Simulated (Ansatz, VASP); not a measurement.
# One calculation of MgO, two programs

Contents of INCAR:

```
SYSTEM = MgO
  PREC = Accurate
  ENCUT = 520
  EDIFF = 1E-7
  ISMEAR = 0
  SIGMA = 0.01
  LREAL = .FALSE.
  LASPH = .TRUE.
  NELM = 60
  ALGO = Normal
  ISIF = 2
  LWAVE = .FALSE.
  LCHARG = .FALSE.
  GGA = PS
  NBANDS = 11
```

The input KPOINTS:

```
Automatic mesh
0
G
  10 10 10
  0 0 0
```

File POSCAR:

```
MgO
1.0
    0.0000000000      2.1210399572      2.1210399572
    2.1210399572      0.0000000000      2.1210399572
    2.1210399572      2.1210399572      0.0000000000
Mg O
1 1
Direct
    0.0000000000      0.0000000000      0.0000000000
    0.5000000000      0.5000000000      0.5000000000
```

Input for Ansatz:

```yaml
crystal:
  lattice:
    - [0.0, 2.1210399572, 2.1210399572]
    - [2.1210399572, 0.0, 2.1210399572]
    - [2.1210399572, 2.1210399572, 0.0]
  atoms:
    - { symbol: Mg, position: [0.0, 0.0, 0.0] }
    - { symbol: O, position: [0.5, 0.5, 0.5] }
basis:
  ecutwfc: 420
kpoints:
  mp_grid: { grid: [10, 10, 10] }
hamiltonian:
  xc: pbesol
scf:
  occupations: { method: fixed }
output:
  forces: true
  stress: true
  eigenvalues: true
```

Alike in both runs: task single point; functional PBEsol; k mesh 10 × 10 × 10; no spin polarisation.

|  | VASP | Ansatz |
| --- | --- | --- |
| version | VASP 6.6.1 | Ansatz 0.2.0 |
| potentials or method | VASP PAW PBE potentials, release 64 (Mg, O), cutoff 520 eV | scalar-relativistic, plane waves, PAW |
| occupations | gaussian, width 0.01 eV | fixed |
| valence electrons in the cell | 8 | 16 |

```tsv
	VASP	Ansatz	Ansatz less VASP
gap on the k mesh at the Fermi level (eV)	4.43	4.43	0.000
least direct gap on the mesh (eV)	4.43	4.43	0.000
pressure (GPa)	-3.5	-3.0	+0.53
```

VASP's potentials were made for PBE, not for PBEsol. VASP's potentials hold 8 valence electrons a cell and Ansatz's 16, so a difference there can come from the potentials and not from the codes.
